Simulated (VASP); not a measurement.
Set up this calculation in VASP 6.6.1, as the native input.

```
Task                   : single point
Functional             : PBE
Potentials or basis    : VASP PAW PBE potentials, release 64 (Mg, S)
Cutoff                 : 520 eV
k mesh                 : 4 × 4 × 4
Occupations            : gaussian, width 0.01 eV
Spin                   : no spin polarisation
Dipole correction      : no
Further INCAR settings : ALGO = Normal; EDIFF = 1e-06; NBANDS = 11
```

The structure of MgS lies in POSCAR:

```
MgS
1.0
    0.0000000000      2.7459505360      2.9415026199
    2.7459505360      0.0000000000      2.9415026199
    2.7459505360      2.7459505360      0.0000000000
Mg S
1 1
Direct
    0.0000000000      0.0000000000      0.0000000000
    0.2500000000      0.2500000000      0.2500000000
```

This cell differs from its parent crystal: epitaxial xy strain -3.0%.

One way to write it, as run:

INCAR

```
  ALGO = Normal
  EDIFF = 1E-6
  ENCUT = 520
  GGA = PE
  ISIF = 2
  ISMEAR = 0
  LASPH = T
  LCHARG = F
  LREAL = F
  LWAVE = F
  NBANDS = 11
  NELM = 100
  PREC = Accurate
  SIGMA = 0.01
```

KPOINTS

```
k-points
0
Gamma
  4 4 4
```

Potentials or basis: VASP PAW PBE potentials, release 64 (Mg, S).

Launch:

```console
$ cat potpaw_PBE.64/Mg/POTCAR potpaw_PBE.64/S/POTCAR > POTCAR
$ mpirun -np 1 vasp_std > vasp.out
```

Results of the run:

```yaml
Pressure: 2.3 GPa
Band_gap_on_the_k_mesh: 3.47 eV, direct
```

Caveat: the k points lie up to 0.48 Å⁻¹ apart; the cell differs from its parent crystal (epitaxial xy strain -3.0%).

Wall time 4.9 s on 1 thread of Intel(R) Xeon(R) Platinum 8488C (Sapphire Rapids), on a shared host, peak memory 0.16 GiB.
